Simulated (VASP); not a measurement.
## Ti3Al5: single point with PBEsol

Ti3Al5:

```xyz
8
Lattice="3.8833 0.0000 0.0000 0.0000 3.8833 0.0000 0.0000 0.0000 8.5043" Properties=species:S:1:pos:R:3 pbc="T T T"
Ti    0.0000    0.0000    4.2522
Ti    1.9416    1.9416    0.0000
Ti    1.9416    1.9416    4.2522
Al    0.0000    1.9416    2.1461
Al    0.0000    1.9416    6.3582
Al    1.9416    0.0000    2.1461
Al    1.9416    0.0000    6.3582
Al    0.0000    0.0000    0.0000
```

This cell differs from its parent crystal: strain +0.000 along x and y, +0.025 along z.

```yaml
Program: VASP 6.6.1
Task: single point
Functional: PBEsol
Potentials_or_basis: VASP PAW PBE potentials, release 64 (Ti_sv, Al)
Cutoff: 520 eV
k_mesh: 10 × 10 × 6
Occupations: gaussian, width 0.15 eV
Spin: no spin polarisation
Dipole_correction: no
Further_INCAR_settings: ALGO = Fast; EDIFF = 1e-06; NBANDS = 36
```

The pressure is -2.6 GPa and the largest force is 0.022 eV/Å. The band gap on the k mesh is zero (an odd number of electrons rules out a gap without spin polarisation).

Forces on the atoms (eV/Å):
```
Ti   0.000  0.000  0.000
Ti   0.000  0.000  0.000
Ti   0.000  0.000  0.000
Al   0.000  0.000  0.022
Al   0.000  0.000 -0.022
Al   0.000  0.000  0.022
Al   0.000  0.000 -0.022
Al   0.000  0.000  0.000
```

Stress tensor (GPa, compression positive):
```
-1.38  0.00  0.00
 0.00 -1.38  0.00
 0.00  0.00 -5.08
```

Levels at points of the mesh, in eV from the Fermi level:
```csv
k point,band 21,band 22,band 23,band 24,band 25,band 26,band 27,band 28,band 29,band 30
"(0.00, 0.00, 0.00)",-1.79,-0.81,-0.81,-0.81,-0.15,0.19,0.19,0.69,0.87,2.09
"(0.50, 0.00, 0.00)",-1.19,-0.57,-0.45,-0.45,0.15,0.36,0.45,0.80,0.89,1.33
"(0.50, 0.50, 0.00)",-2.58,-1.90,-1.90,-1.52,-1.52,-0.83,-0.18,0.80,1.44,1.65
"(0.00, 0.00, 0.50)",-1.06,-1.06,-0.81,-0.56,-0.18,0.44,0.69,0.69,0.69,1.85
"(0.50, 0.00, 0.50)",-1.22,-0.26,-0.20,-0.05,-0.05,0.28,0.45,0.47,0.83,1.39
"(0.50, 0.50, 0.50)",-2.41,-2.41,-1.19,-1.06,-1.06,-0.79,-0.50,1.20,1.43,1.65
```

Run time: 7.8 min on 1 thread of Intel(R) Xeon(R) 6975P-C (Granite Rapids), with other jobs on the host, peak memory 0.44 GiB.

Caveat: the cell differs from its parent crystal (strain +0.000 along x and y, +0.025 along z); the PAW data sets were made with another functional, which shifts forces and pressure a little.
